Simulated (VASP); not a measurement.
Wanted: the native input for a VASP 6.6.1 run.

| Property | Result |
| --- | --- |
| Task | single point |
| Functional | r2SCAN |
| Potentials or basis | VASP PAW PBE potentials, release 64 (Ag, Cl) |
| Cutoff | 520 eV |
| k mesh | 8 × 8 × 8 |
| Occupations | gaussian, width 0.05 eV |
| Spin | no spin polarisation |
| Dipole correction | no |
| Further INCAR settings | ALGO = Normal; EDIFF = 1e-07; NBANDS = 16 |

Crystal: AgCl.

```
Ag Cl
1.0
     0.00000    2.81475    2.85634
     2.81475    0.00000    2.85634
     2.81475    2.81475    0.00000
Ag Cl
1 1
Direct
  0.50000 0.50000 0.50000
  0.00000 0.00000 0.00000
```

This cell differs from its parent crystal: strain +0.015 along x and y, +0.030 along z.

The input as run:

POSCAR

```
AgCl
1.0
    0.0000000000      2.8147472500      2.8563445000
    2.8147472500      0.0000000000      2.8563445000
    2.8147472500      2.8147472500      0.0000000000
Ag Cl
1 1
Direct
    0.5000000000      0.5000000000      0.5000000000
    0.0000000000      0.0000000000      0.0000000000
```

INCAR.step1

```
ALGO = Normal
EDIFF = 1E-4
ENCUT = 520
GGA = PE
ISMEAR = 0
LASPH = T
LCHARG = F
LREAL = F
LWAVE = T
NBANDS = 16
NELM = 60
PREC = Accurate
SIGMA = 0.05
```

INCAR.step2

```
ALGO = Normal
EDIFF = 1E-7
ENCUT = 520
ISIF = 2
ISMEAR = 0
ISTART = 1
LASPH = T
LCHARG = F
LMIXTAU = T
LREAL = F
LWAVE = F
METAGGA = R2SCAN
NBANDS = 16
NELM = 60
PREC = Accurate
SIGMA = 0.05
```

KPOINTS

```
k-points
0
Gamma
  8 8 8
```

Potentials or basis: VASP PAW PBE potentials, release 64 (Ag, Cl).

Launch:

```sh
$ cat potpaw_PBE.64/Ag/POTCAR potpaw_PBE.64/Cl/POTCAR > POTCAR
$ cp INCAR.step1 INCAR
$ mpirun -np 1 vasp_std > vasp.out
$ cp INCAR.step2 INCAR
$ mpirun -np 1 vasp_std > vasp.out
```

It gave:

| Property | Result |
| --- | --- |
| Pressure | -2.7 GPa |
| Band gap on the k mesh | 1.39 eV (least direct gap 3.51 eV) |

Caveat: the cell differs from its parent crystal (strain +0.015 along x and y, +0.030 along z); the PAW data sets were made with another functional, which shifts forces and pressure a little.

Wall time 2.1 min on 1 thread of AMD EPYC 9R45 96-Core Processor (Zen 5) (shared host), peak memory 0.16 GiB.
